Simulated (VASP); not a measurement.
# Ti9O in VASP: further runs

The runs below take Ti9O through single point, with PBE.

Program: VASP 6.6.1. These are calculated values, not measurements. Logs are shortened: lines on timing, memory, paths and dates and some standing lists are left out, and cuts for length are marked.

### Step 1. The cell of the first run

The cell holds a slab with vacuum, 10 atoms: a = 2.832 Å, b = 7.932 Å, c = 19.927 Å, α = 90.00°, β = 90.00°, γ = 90.00°.

### Step 2. Single point, PBE

INCAR

```
ALGO     = Normal         # electronic algorithm
DIPOL    = 0.5 0.5 0.324
EDIFF    = 1E-6           # SCF threshold, eV
ENCUT    = 520            # plane-wave cutoff, eV
GGA      = PE             # functional
IDIPOL   = 3            
ISIF     = 2              # what is computed and relaxed
ISMEAR   = 0              # smearing method
LASPH    = T              # aspherical terms in the spheres
LCHARG   = F              # write CHGCAR
LDIPOL   = T            
LREAL    = F              # projectors in reciprocal space
LWAVE    = F              # write WAVECAR
NBANDS   = 68             # bands
NELM     = 80             # most SCF steps
PREC     = Accurate       # precision mode
SIGMA    = 0.1            # smearing width, eV
```

KPOINTS

```
k-points
0
Gamma
  9 4 1
```

POSCAR

```
Ti9O
1.0
    2.8319727881      0.0000000000      0.0000000000
    0.0000000000      7.9316622551      0.0000000000
    0.0000000000      0.0000000000     19.9268841162
Ti O
9 1
Direct
    0.0000000000      0.5000000000      0.2007338416
    0.5000000000      0.1666666667      0.2007338416
    0.5000000000      0.8333333333      0.2007338416
    0.0000000000      0.0000000000      0.3122110455
    0.5000000000      0.6684928875      0.3108725352
    0.5000000000      0.3315071125      0.3108725352
    0.0000000000      0.5000000000      0.4177589340
    0.5000000000      0.1666364294      0.4228902054
    0.5000000000      0.8333635706      0.4228902054
    1.0000000000      0.9999697627      0.4427913969
```

Potentials or basis: VASP PAW PBE potentials, release 64 (Ti_sv, O).

Command:

```console
$ cat potpaw_PBE.64/Ti_sv/POTCAR potpaw_PBE.64/O/POTCAR > POTCAR
$ mpirun -np 1 vasp_std > vasp.out
```

OUTCAR:

```text
EDIFF = 1E-6
   ENCUT = 520
   GGA = PE
   ISIF = 2
   ISMEAR = 0
   LASPH = T
   LREAL = F
   NELM = 80
   PREC = Accurate

 ion  position               nearest neighbor table
   1  0.000  0.500  0.201-
   2  0.500  0.167  0.201-   6 2.55   3 2.64
   3  0.500  0.833  0.201-   5 2.55   2 2.64
   4  0.000  0.000  0.312-
   5  0.500  0.668  0.311-   3 2.55   9 2.59   6 2.67   7 2.89   7 2.89
   6  0.500  0.332  0.311-   2 2.55   8 2.59   5 2.67   7 2.89   7 2.89
   7  0.000  0.500  0.418-   5 2.89   6 2.89   5 2.89   6 2.89
   8  0.500  0.167  0.423-  10 1.98  10 1.98   6 2.59   9 2.64
   9  0.500  0.833  0.423-  10 1.98  10 1.98   5 2.59   8 2.64
  10  0.000  1.000  0.443-   9 1.98   9 1.98   8 1.98   8 1.98

  LATTYP: Found a simple orthorhombic cell.
 ALAT       =     2.8319727881
 B/A-ratio  =     2.8007551091
 C/A-ratio  =     7.0363967479

  Lattice vectors:

 A1 = (   2.8319727881,   0.0000000000,   0.0000000000)
 A2 = (   0.0000000000,   7.9316622551,   0.0000000000)
 A3 = (   0.0000000000,   0.0000000000,  19.9268841162)

Analysis of symmetry for initial positions (statically):
=====================================================================
 Subroutine PRICEL returns:
 Original cell was already a primitive cell.

 Routine SETGRP: Setting up the symmetry group for a
 simple orthorhombic supercell.

 Subroutine GETGRP returns: Found  2 space group operations
 (whereof  2 operations were pure point group operations)
 out of a pool of  8 trial point group operations.

The static configuration has the point symmetry C_1h.

Analysis of symmetry for dynamics (positions and initial velocities):
=====================================================================
 Subroutine PRICEL returns:
 Original cell was already a primitive cell.

 Routine SETGRP: Setting up the symmetry group for a
 simple orthorhombic supercell.

 Subroutine GETGRP returns: Found  2 space group operations
 (whereof  2 operations were pure point group operations)
 out of a pool of  8 trial point group operations.

The dynamic configuration has the point symmetry C_1h.

 Subroutine INISYM returns: Found  2 space group operations
 (whereof  2 operations are pure point group operations),
 and found     1 'primitive' translations

----------------------------------------------------------------------------------------

                                     Primitive cell

  volume of cell :     447.6027

  direct lattice vectors                    reciprocal lattice vectors
     2.831972788  0.000000000  0.000000000     0.353110738  0.000000000  0.000000000
     0.000000000  7.931662255  0.000000000     0.000000000  0.126076977  0.000000000
     0.000000000  0.000000000 19.926884116     0.000000000  0.000000000  0.050183460

  length of vectors
     2.831972788  7.931662255 19.926884116     0.353110738  0.126076977  0.050183460

  position of ions in fractional coordinates (direct lattice)
     0.000000000  0.500000000  0.200733842
     0.500000000  0.166666667  0.200733842
     0.500000000  0.833333333  0.200733842
     0.000000000  0.000000000  0.312211045
     0.500000000  0.668492888  0.310872535
     0.500000000  0.331507112  0.310872535
     0.000000000  0.500000000  0.417758934
     0.500000000  0.166636429  0.422890205
     0.500000000  0.833363571  0.422890205
     0.000000000  0.999969763  0.442791397

  ion indices of the primitive-cell ions
   primitive index   ion index
                 1           1
                 2           2
                 3           3
                 4           4
                 5           5
                 6           6
                 7           7
                 8           8
                 9           9
                10          10

----------------------------------------------------------------------------------------

 KPOINTS: k-points

Automatic generation of k-mesh.
 Grid dimensions read from file:
 generate k-points for:    9    4    1

 Generating k-lattice:

  Cartesian coordinates                     Fractional coordinates (reciprocal lattice)
     0.039234526  0.000000000  0.000000000     0.111111111  0.000000000  0.000000000
     0.000000000  0.031519244  0.000000000     0.000000000  0.250000000  0.000000000
     0.000000000  0.000000000  0.050183460     0.000000000  0.000000000  1.000000000

  Length of vectors
     0.039234526  0.031519244  0.050183460

  Shift w.r.t. Gamma in fractional coordinates (k-lattice)
     0.000000000  0.000000000  0.000000000

 Subroutine IBZKPT returns following result:
 ===========================================

 Found     15 irreducible k-points:

 Following reciprocal coordinates:
            Coordinates               Weight
  0.000000  0.000000  0.000000      1.000000
  0.111111  0.000000  0.000000      2.000000
  0.222222  0.000000  0.000000      2.000000
  0.333333  0.000000  0.000000      2.000000
  0.444444  0.000000  0.000000      2.000000
  0.000000  0.250000  0.000000      2.000000
  0.111111  0.250000  0.000000      4.000000
  0.222222  0.250000  0.000000      4.000000
  0.333333  0.250000  0.000000      4.000000
  0.444444  0.250000  0.000000      4.000000
  0.000000  0.500000  0.000000      1.000000
  0.111111  0.500000  0.000000      2.000000
  0.222222  0.500000  0.000000      2.000000
  0.333333  0.500000  0.000000      2.000000
  0.444444  0.500000  0.000000      2.000000
   k-points           NKPTS =     15   k-points in BZ     NKDIM =     15   number of bands    NBANDS=     68
   number of dos      NEDOS =    301   number of ions     NIONS =     10
   total plane-waves  NPLWV = 216000
   dimension x,y,z NGX =    24 NGY =   60 NGZ =  150
   dimension x,y,z NGXF=    48 NGYF=  120 NGZF=  300
   ions per type =               9   1
   NGX,Y,Z   is equivalent  to a cutoff of  14.09, 12.58, 12.51 a.u.
   NGXF,Y,Z  is equivalent  to a cutoff of  28.18, 25.15, 25.03 a.u.
 SYSTEM =  unknown system
   PREC   = accura    normal or accurate (medium, high low for compatibility)
   ISTART =      0    job   : 0-new  1-cont  2-samecut
   ICHARG =      2    charge: 1-file 2-atom 10-const
   ISPIN  =      1    spin polarized calculation?
   LNONCOLLINEAR =      F non collinear calculations
   LSORBIT =      F    spin-orbit coupling
   LASPH  =      T    aspherical Exc in radial PAW
   ENCUT  =  520.0 eV  38.22 Ry    6.18 a.u.   5.27 14.75 37.05*2*pi/ulx,y,z
   NELM   =     80;   NELMIN=  2; NELMDL= -5     # of ELM steps
   EDIFF  = 0.1E-05   stopping-criterion for ELM
   LREAL  =      F    real-space projection
   EDIFFG = 0.1E-04   stopping-criterion for IOM
   NSW    =      0    number of steps for IOM
   IBRION =     -1    ionic relax: 0-MD 1-quasi-New 2-CG
   NFREE  =      0    steps in history (QN), initial steepest desc. (CG)
   ISIF   =      2    stress and relaxation
   ISYM   =      2    0-nonsym 1-usesym 2-fastsym
   POTIM  = 0.5000    time-step for ionic-motion
   TEBEG  =    0.0;   TEEND  =   0.0 temperature during run
   PSTRESS=    0.0 pullay stress
   NELECT =     114.0000    total number of electrons
   NUPDOWN=      -1.0000    fix difference up-down
   EMIN   =  10.00;   EMAX   =-10.00  energy-range for DOS
   EFERMI =   0.00;   METHOD = LEGACY
   ISMEAR =     0;   SIGMA  =   0.10  broadening in eV -4-tet -1-fermi 0-gaus
   EFERMI_NEDOS =   21; number of points for ismear=-14 and -15
   IALGO  =     38    algorithm
   IMIX   =      4    mixing-type and parameters
     AMIX     =   0.40;   BMIX     =  1.00
     AMIX_MAG =   1.60;   BMIX_MAG =  1.00
  volume/ion in A,a.u.               =      44.76       302.06
  Fermi-wavevector in a.u.,A,eV,Ry     =   1.037717  1.961001 14.651520  1.076856
  Thomas-Fermi vector in A             =   2.172168
   LORBIT       =      0    0 simple, 1 ext, 2 COOP (PROOUT), +10 PAW based schemes
   GGA     = PE    functional components
   LHFCALC =     F    Hartree Fock is set to
   AEXX    =    0.0000 exact exchange contribution
   IVDW    =     0    specifies the selected vdW correction
   LEPSILON=     F    determine dielectric tensor
   LRPA    =     F    only Hartree local field effects (RPA)
 non-spin polarized calculation
 Gauss-broadening in eV      SIGMA  =   0.10
  energy-cutoff  :      520.00
  volume of cell :      447.60
 maximum number of plane-waves:     12087
 NGX is ok and might be reduce to    24
   NGX = 11   NGY = 29   NGZ = 75

 dipolmoment           0.000000      0.000000      0.015788 electrons x Angstroem

 number of electron     113.9999964 magnetization

 dipolmoment           0.000000      0.000000     -0.050084 electrons x Angstroem

 Free energy of the ion-electron system (eV)
  ---------------------------------------------------
  ext. energy  EPLUGINS =         0.00000000
  ---------------------------------------------------
  free energy    TOTEN  =       -75.41671565 eV

  energy without entropy =      -75.33177580  energy(sigma->0) =      -75.37424573

 E-fermi :   0.4930     XC(G=0):  -5.0444

 val. band max:        0.4926710563   @ k =   0.2222   0.5000   0.0000
 cond. band min:       0.4998876906   @ k =   0.0000   0.2500   0.0000
 fundamental gap:      0.0072166343
 Fermi energy:         0.4930213362

 k-point     1 :       0.0000    0.0000    0.0000
  band No.  band energies     occupation
      1     -56.5567      2.00000
      2     -56.5101      2.00000
      3     -56.4786      2.00000
      4     -56.4355      2.00000
      5     -56.3131      2.00000
      6     -56.2322      2.00000
[... 60 lines left out ...]
     67       1.5765      0.00000
     68       1.7193      0.00000
[... 992 lines left out ...]
     67       1.7462      0.00000
     68       2.0158      0.00000

------------------------ aborting loop because EDIFF is reached ----------------------------------------

 vacuum level on the upper side and lower side of the slab       (xc-potential included)        -0.344         0.014

  FORCE on cell =-STRESS in cart. coord.  units (eV):
  Direction    XX          YY          ZZ          XY          YZ          ZX
  --------------------------------------------------------------------------------------
  -------------------------------------------------------------------------------------
  Total       -1.0431654      4.0420249      1.2640657      0.0000000      0.0016299      0.0000000
  in kB       -3.7339721     14.4682794      4.5246767      0.0000000      0.0058342      0.0000000
  external PRESSURE =       5.0863280 kB  Pullay stress =       0.0000000 kB

 VOLUME and BASIS-vectors are now :
 -----------------------------------------------------------------------------
  energy-cutoff  :      520.00
  volume of cell :      447.60
      direct lattice vectors                 reciprocal lattice vectors
     2.831972788  0.000000000  0.000000000     0.353110738  0.000000000  0.000000000
     0.000000000  7.931662255  0.000000000     0.000000000  0.126076977  0.000000000
     0.000000000  0.000000000 19.926884116     0.000000000  0.000000000  0.050183460

 POSITION                                       TOTAL-FORCE (eV/Angst)
 -----------------------------------------------------------------------------------
      0.00000      3.96583      4.00000         0.000000      0.000012      0.114657
      1.41599      1.32194      4.00000         0.000000     -0.052604      0.016060
      1.41599      6.60972      4.00000         0.000000      0.052574      0.016030
      0.00000      0.00000      6.22139         0.000000     -0.000013     -0.605075
      1.41599      5.30226      6.19472         0.000000      0.006407     -0.143002
      1.41599      2.62940      6.19472         0.000000     -0.006437     -0.142947
      0.00000      3.96583      8.32463         0.000000     -0.000185     -0.039466
      1.41599      1.32170      8.42688         0.000000      1.249980      0.377634
      1.41599      6.60996      8.42688         0.000000     -1.253402      0.376759
      0.00000      7.93142      8.82345         0.000000      0.003669      0.029348
 -----------------------------------------------------------------------------------
    total drift:                                0.000000     -0.000032      0.000602

  FREE ENERGIE OF THE ION-ELECTRON SYSTEM (eV)
  ---------------------------------------------------
  free  energy   TOTEN  =       -75.4167156524 eV

  energy  without entropy=      -75.3317757996  energy(sigma->0) =      -75.37424573

 vacuum level on the upper side and lower side of the slab         4.291         4.655
```

It took 17 min on 1 thread of Intel Xeon 6975P-C (Granite Rapids), shared host; peak memory 0.65 GiB.

Results:

- Free energy: -75.4167 eV
- Largest force: 1.309 eV/Å
- Band gap on the k mesh: zero (bands 57 and 58 overlap by 0.18 eV)

Forces on the atoms (eV/Å):
```
Ti   0.000  0.000  0.115
Ti   0.000 -0.053  0.016
Ti   0.000  0.053  0.016
Ti   0.000  0.000 -0.605
Ti   0.000  0.006 -0.143
Ti   0.000 -0.006 -0.143
Ti   0.000  0.000 -0.039
Ti   0.000  1.250  0.378
Ti   0.000 -1.253  0.377
O    0.000  0.004  0.029
```

### Step 3. Single point, PBE

INCAR

```
SYSTEM = Ti9O
  PREC = Accurate
  ENCUT = 520
  EDIFF = 1E-6
  ISMEAR = 0
  SIGMA = 0.1
  LREAL = .FALSE.
  LASPH = .TRUE.
  NELM = 60
  ALGO = Normal
  ISIF = 2
  LWAVE = .FALSE.
  LCHARG = .TRUE.
  LDIPOL = .TRUE.
  IDIPOL = 3
  DIPOL = 0.5 0.5 0.329
  GGA = PE
  LELF = .TRUE.
  LVHAR = .TRUE.
  LVACPOTAV = .TRUE.
  NBANDS = 68
```

KPOINTS

```
regular mesh
0
G
  9 4 1
  0 0 0
```

Changes to POSCAR since step 2:

```diff
@@ -17,2 +17,2 @@
     0.5000000000      0.8333635706      0.4228902054
-    1.0000000000      0.9999697627      0.4427913969
+    0.5000000000      0.9999697627      0.4854802824
```

Potentials or basis: VASP PAW PBE potentials, release 64 (Ti_sv, O).

Command:

```console
$ cat potpaw_PBE.64/Ti_sv/POTCAR potpaw_PBE.64/O/POTCAR > POTCAR
$ mpirun -np 1 vasp_std > vasp.out
```

Run time: 15 min. Hardware: 1 thread of Intel Xeon 6975P-C (Granite Rapids), shared host; peak memory 0.65 GiB.

Results (log left out):

```yaml
Free_energy: -74.3650 eV
Largest_force: 0.617 eV/Å
Band_gap_on_the_k_mesh: zero (bands 57 and 58 overlap by 0.21 eV)
```

Forces on the atoms (eV/Å):
```
Ti   0.000  0.000  0.257
Ti   0.000  0.099 -0.005
Ti   0.000 -0.099 -0.005
Ti   0.000  0.000 -0.349
Ti   0.000 -0.283 -0.470
Ti   0.000  0.283 -0.470
Ti   0.000  0.000 -0.011
Ti   0.000  0.412  0.460
Ti   0.000 -0.415  0.457
O    0.000  0.003  0.136
```

Levels at points of the mesh, in eV from the Fermi level:
```tsv
k point	band 53	band 54	band 55	band 56	band 57	band 58	band 59	band 60	band 61	band 62
(0.00, 0.00, 0.00)	-0.39	-0.35	-0.34	-0.20	-0.10	-0.03	-0.02	0.20	0.38	0.45
(0.00, 0.50, 0.00)	-0.41	-0.33	-0.32	-0.09	0.05	0.12	0.24	0.25	0.42	0.46
```

### Step 4. Single point, PBE

INCAR

```
ALGO = Normal
DIPOL = 0.5 0.5 0.330
EDIFF = 1E-6
ENCUT = 520
GGA = PE
IDIPOL = 3
ISIF = 2
ISMEAR = 0
LASPH = T
LCHARG = F
LDIPOL = T
LREAL = F
LWAVE = F
NBANDS = 68
NELM = 60
PREC = Accurate
SIGMA = 0.1
```

KPOINTS

```
k-points
0
Gamma
  9 4 1
```

Changes to POSCAR since step 3:

```diff
@@ -17,2 +17,2 @@
     0.5000000000      0.8333635706      0.4228902054
-    0.5000000000      0.9999697627      0.4854802824
+    1.0000000000      0.4999697627      0.5009785947
```

Command:

```console
$ cat potpaw_PBE.64/Ti_sv/POTCAR potpaw_PBE.64/O/POTCAR > POTCAR
$ mpirun -np 1 vasp_std > vasp.out
```

It took 15 min on 1 thread of Intel Xeon 6975P-C (Granite Rapids), shared host; peak memory 0.65 GiB.

It converged, with:

| Item | Value |
| --- | --- |
| Free energy | -72.9375 eV |
| Largest force | 0.509 eV/Å |
| Band gap on the k mesh | zero (bands 57 and 58 overlap by 0.32 eV) |

Forces in eV/Å, atoms in the order of the input:
```
Ti   0.000  0.000  0.502
Ti   0.000 -0.015 -0.123
Ti   0.000  0.015 -0.123
Ti   0.000  0.000  0.088
Ti   0.000  0.305 -0.407
Ti   0.000 -0.305 -0.407
Ti   0.000  0.000  0.017
Ti   0.000 -0.114  0.092
Ti   0.000  0.115  0.092
O    0.000  0.000  0.271
```

Levels at points of the mesh, in eV from the Fermi level:
```tsv
k point	band 55	band 56	band 57	band 58	band 59	band 60
(0.00, 0.00, 0.00)	-0.25	-0.17	-0.13	-0.04	0.13	0.17
(0.00, 0.50, 0.00)	-0.32	-0.18	-0.15	0.27	0.31	0.35
```

### Step 5. Single point, PBE

INCAR

```
PREC = Accurate ; ENCUT = 520
EDIFF = 1E-7 ; ISMEAR = 0
SIGMA = 0.1 ; LREAL = F
LASPH = T ; NELM = 60
ALGO = Normal ; ISIF = 2
LWAVE = F ; LCHARG = T
LDIPOL = T ; IDIPOL = 3
DIPOL = 0.5 0.5 0.328 ; GGA = PE
LELF = T ; LVHAR = T
LVACPOTAV = T ; NBANDS = 68
```

KPOINTS

```
regular mesh
0
Gamma
  9 4 1
```

Changes to POSCAR since step 4:

```diff
@@ -17,2 +17,2 @@
     0.5000000000      0.8333635706      0.4228902054
-    1.0000000000      0.4999697627      0.5009785947
+    0.5000000000      0.4999697627      0.4771699825
```

Command:

```console
$ cat potpaw_PBE.64/Ti_sv/POTCAR potpaw_PBE.64/O/POTCAR > POTCAR
$ mpirun -np 1 vasp_std > vasp.out
```

Wall time 18 min (1 thread of AMD EPYC 9R45 (Zen 5), shared host); peak memory 0.63 GiB.

The run converged. Its results:

| Quantity | Value |
| --- | --- |
| Free energy | -74.3067 eV |
| Largest force | 1.071 eV/Å |
| Band gap on the k mesh | zero (bands 57 and 58 overlap by 0.32 eV) |

Forces on the atoms (eV/Å):
```
Ti   0.000  0.000  0.247
Ti   0.000  0.081 -0.011
Ti   0.000 -0.081 -0.011
Ti   0.000  0.000  0.217
Ti   0.000  0.403 -0.557
Ti   0.000 -0.403 -0.557
Ti   0.000  0.000  1.071
Ti   0.000  0.226 -0.259
Ti   0.000 -0.226 -0.259
O    0.000 -0.001  0.120
```

Levels at points of the mesh, in eV from the Fermi level:
```csv
k point,band 55,band 56,band 57,band 58,band 59,band 60
"(0.00, 0.00, 0.00)",-0.22,-0.18,-0.12,-0.03,0.01,0.15
"(0.00, 0.50, 0.00)",-0.28,-0.19,0.03,0.26,0.28,0.33
```

### Step 6. Overview

| cell | gap on the mesh (eV) | largest force (eV/Å) |
| --- | --- | --- |
| as given, atomic positions A | none | 1.31 |
| as given, atomic positions B | none | 0.62 |
| as given, atomic positions C | none | 0.51 |
| as given, atomic positions D | none | 1.07 |

Alike in all rows: task single point; level PBE; potentials or basis VASP PAW PBE potentials, release 64 (Ti_sv, O); no spin polarisation; k mesh 9 × 4 × 1; cutoff (eV) 520; smearing gaussian 0.1 eV.

Total energies depend on the potentials used, so only differences within one code and one set of settings carry meaning.
